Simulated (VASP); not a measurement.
# CoSi2 (Fm-3m) in VASP: a series of runs

CoSi2 is run at these levels: PBE; tasks: single point.

Program: VASP 6.6.1. These are calculated values, not measurements. Logs are shortened: lines on timing, memory, paths and dates and some standing lists are left out, and cuts for length are marked.

## (1) The cell of the first run

It takes space group Fm-3m (No. 225, cubic). Conventional cell: a = 5.431 Å, b = 5.431 Å, c = 5.431 Å, α = 90.00°, β = 90.00°, γ = 90.00°. Within 3.1 Å of Co (site symmetry m-3m) lie 8 Si at 2.35 Å. Within 3.1 Å of Si (site symmetry -43m) lie 4 Co at 2.35 Å and 6 Si at 2.72 Å.

## (2) Single point, PBE, collinear spin, ferromagnetic start

The input, INCAR:

```
PREC = Accurate
ENCUT = 520
EDIFF = 1E-6
ISMEAR = 0
SIGMA = 0.15
LREAL = F
LASPH = T
NELM = 150
ALGO = Normal
ISIF = 2
LWAVE = F
LCHARG = T
ISPIN = 2
MAGMOM = 0.55 0 0
LORBIT = 11
NUPDOWN = 0.55
LMAXMIX = 4
GGA = PE
LELF = T
LVHAR = T
NBANDS = 20
```

The input, KPOINTS:

```
Automatic mesh
0
Gamma
  14 14 14
```

The input, POSCAR:

```
CoSi2
1.0
    0.0000000000      2.7154125383      2.7154125383
    2.7154125383      0.0000000000      2.7154125383
    2.7154125383      2.7154125383      0.0000000000
Co Si
1 2
Direct
    0.0000000000      0.0000000000      0.0000000000
    0.2500000000      0.2500000000      0.2500000000
    0.7500000000      0.7500000000      0.7500000000
```

Potentials or basis: VASP PAW PBE potentials, release 64 (Co, Si).

The run is started by

```
$ cat potpaw_PBE.64/Co/POTCAR potpaw_PBE.64/Si/POTCAR > POTCAR
$ mpirun -np 1 vasp_std > vasp.out
```

OUTCAR:

```text
PREC = Accurate
   ENCUT = 520
   EDIFF = 1E-6
   ISMEAR = 0
   LREAL = F
   LASPH = T
   NELM = 150
   ISIF = 2
   ISPIN = 2
   LORBIT = 11
   NUPDOWN = 0.55
   GGA = PE

 ion  position               nearest neighbor table
   1  0.000  0.000  0.000-   3 2.35   3 2.35   3 2.35   2 2.35   2 2.35   2 2.35   3 2.35   2 2.35

   2  0.250  0.250  0.250-   1 2.35   1 2.35   1 2.35   1 2.35   3 2.72   3 2.72   3 2.72   3 2.72
                             3 2.72   3 2.72
   3  0.750  0.750  0.750-   1 2.35   1 2.35   1 2.35   1 2.35   2 2.72   2 2.72   2 2.72   2 2.72
                             2 2.72   2 2.72

  LATTYP: Found a face centered cubic cell.
 ALAT       =     5.4308250766

  Lattice vectors:

 A1 = (   0.0000000000,   2.7154125383,   2.7154125383)
 A2 = (   2.7154125383,   0.0000000000,   2.7154125383)
 A3 = (   2.7154125383,   2.7154125383,   0.0000000000)

Analysis of symmetry for initial positions (statically):
=====================================================================
 Subroutine PRICEL returns:
 Original cell was already a primitive cell.

 Routine SETGRP: Setting up the symmetry group for a
 face centered cubic supercell.

 Subroutine GETGRP returns: Found 48 space group operations
 (whereof 48 operations were pure point group operations)
 out of a pool of 48 trial point group operations.

The static configuration has the point symmetry O_h .

Analysis of symmetry for dynamics (positions and initial velocities):
=====================================================================
 Subroutine PRICEL returns:
 Original cell was already a primitive cell.

 Routine SETGRP: Setting up the symmetry group for a
 face centered cubic supercell.

 Subroutine GETGRP returns: Found 48 space group operations
 (whereof 48 operations were pure point group operations)
 out of a pool of 48 trial point group operations.

The dynamic configuration has the point symmetry O_h .

Analysis of structural, dynamic, and magnetic symmetry:
=====================================================================
 Subroutine PRICEL returns:
 Original cell was already a primitive cell.

 Routine SETGRP: Setting up the symmetry group for a
 face centered cubic supercell.

 Subroutine GETGRP returns: Found 48 space group operations
 (whereof 48 operations were pure point group operations)
 out of a pool of 48 trial point group operations.

The overall configuration has the point symmetry O_h .

 Subroutine INISYM returns: Found 48 space group operations
 (whereof 48 operations are pure point group operations),
 and found     1 'primitive' translations

[... 125 lines left out ...]
   LEPSILON=     F    determine dielectric tensor
   LRPA    =     F    only Hartree local field effects (RPA)
 spin polarized calculation
 Gauss-broadening in eV      SIGMA  =   0.15
  energy-cutoff  :      520.00
  volume of cell :       40.04
 maximum number of plane-waves:      1090
 NGX is ok and might be reduce to    30
   NGX = 15   NGY = 15   NGZ = 15

 number of electron      17.0000002 magnetization       0.5500000

 Free energy of the ion-electron system (eV)
  ---------------------------------------------------
  ext. energy  EPLUGINS =         0.00000000
  ---------------------------------------------------
  free energy    TOTEN  =       -19.15593149 eV

  energy without entropy =      -19.14176988  energy(sigma->0) =      -19.14885069

 E-fermi :   9.2501     XC(G=0): -11.5555

 val. band max:       10.0840084405   @ k =  -0.2857   0.1429   0.0000
 cond. band min:       9.2559694893   @ k =  -0.2143   0.3571   0.1429
 fundamental gap:     -0.8280389512
 Fermi energy:        10.0899429217

 spin component 1

 k-point     1 :       0.0000    0.0000    0.0000
  band No.  band energies     occupation
      1      -3.3194      1.00000
      2       5.5325      1.00000
      3       5.5325      1.00000
      4       5.5325      1.00000
      5       7.5912      1.00000
      6       7.5912      1.00000
[... 541 lines left out ...]
     19      23.8541      0.00000
     20      25.7861      0.00000

 [... further k-points ...]

 spin component 2

 k-point     1 :       0.0000    0.0000    0.0000
  band No.  band energies     occupation
      1      -3.2030      1.00000
      2       5.7339      1.00000
      3       5.7340      1.00000
      4       5.7340      1.00000
      5       7.8831      1.00000
      6       7.8831      1.00000
[... 541 lines left out ...]
     19      23.9329      0.00000
     20      25.9198      0.00000

 [... further k-points ...]

------------------------ aborting loop because EDIFF is reached ----------------------------------------

  FORCE on cell =-STRESS in cart. coord.  units (eV):
  Direction    XX          YY          ZZ          XY          YZ          ZX
  --------------------------------------------------------------------------------------
  -------------------------------------------------------------------------------------
  Total       -1.3333179     -1.3333179     -1.3333179     -0.0000000      0.0000000     -0.0000000
  in kB      -53.3466126    -53.3466126    -53.3466126     -0.0000000      0.0000000     -0.0000000
  external PRESSURE =     -53.3466126 kB  Pullay stress =       0.0000000 kB

 VOLUME and BASIS-vectors are now :
 -----------------------------------------------------------------------------
  energy-cutoff  :      520.00
  volume of cell :       40.04
      direct lattice vectors                 reciprocal lattice vectors
     0.000000000  2.715412538  2.715412538    -0.184134084  0.184134084  0.184134084
     2.715412538  0.000000000  2.715412538     0.184134084 -0.184134084  0.184134084
     2.715412538  2.715412538  0.000000000     0.184134084  0.184134084 -0.184134084

 POSITION                                       TOTAL-FORCE (eV/Angst)
 -----------------------------------------------------------------------------------
      0.00000      0.00000      0.00000        -0.000000     -0.000000      0.000000
      1.35771      1.35771      1.35771        -0.000000     -0.000000     -0.000000
      4.07312      4.07312      4.07312         0.000000      0.000000      0.000000
 -----------------------------------------------------------------------------------
    total drift:                                0.000000     -0.000000     -0.000000

  FREE ENERGIE OF THE ION-ELECTRON SYSTEM (eV)
  ---------------------------------------------------
  free  energy   TOTEN  =       -19.1559314937 eV

  energy  without entropy=      -19.1417698840  energy(sigma->0) =      -19.14885069

 total charge

# of ion       s       p       d       tot
------------------------------------------
    1        0.520   0.675   7.544   8.738
    2        0.724   0.845   0.000   1.569
    3        0.724   0.845   0.000   1.569
--------------------------------------------------
tot          1.967   2.364   7.544  11.875

 magnetization (x)

# of ion       s       p       d       tot
------------------------------------------
    1        0.006   0.062   0.279   0.346
    2        0.008   0.031   0.000   0.039
    3        0.008   0.031   0.000   0.039
--------------------------------------------------
tot          0.022   0.124   0.279   0.425
```

Wall time 5.5 min (1 thread of AMD EPYC 7R13, shared host); peak memory 0.24 GiB.

What came out:

```yaml
Free_energy: -19.1559 eV
Pressure: -5.3 GPa
Net_moment: 0.55 μB per cell
Site_moments: Co +0.35; Si +0.04 μB
Valence_electrons_inside_the_program's_atomic_spheres: Co 8.74; Si 1.57
```

Caveat: the total moment is fixed, so each spin has its own Fermi level.

## (3) Single point, PBE, collinear spin, ferromagnetic start

The input, INCAR:

```
PREC = Accurate ; ENCUT = 520
EDIFF = 1E-6 ; ISMEAR = 0
SIGMA = 0.15 ; LREAL = False
LASPH = True ; NELM = 150
ALGO = Normal ; ISIF = 2
LWAVE = False ; LCHARG = False
ISPIN = 2 ; MAGMOM = 0.825 0 0
LORBIT = 11 ; NUPDOWN = 0.825
LMAXMIX = 4 ; GGA = PE
NBANDS = 20
```

KPOINTS is that of step 2.

POSCAR is that of step 2.

Potentials or basis: VASP PAW PBE potentials, release 64 (Co, Si).

The run is started by

```
$ cat potpaw_PBE.64/Co/POTCAR potpaw_PBE.64/Si/POTCAR > POTCAR
$ mpirun -np 1 vasp_std > vasp.out
```

It took 5.3 min on 1 thread of AMD EPYC 7R13, shared host; peak memory 0.24 GiB.

The run converged. Its results:

```
Free energy                                           : -18.9962 eV
Pressure                                              : -3.9 GPa
Net moment                                            : 0.82 μB per cell
Site moments                                          : Co +0.51; Si +0.06 μB
Valence electrons inside the program's atomic spheres : Co 8.73; Si 1.57
```

Caveat: the total moment is fixed, so each spin has its own Fermi level.
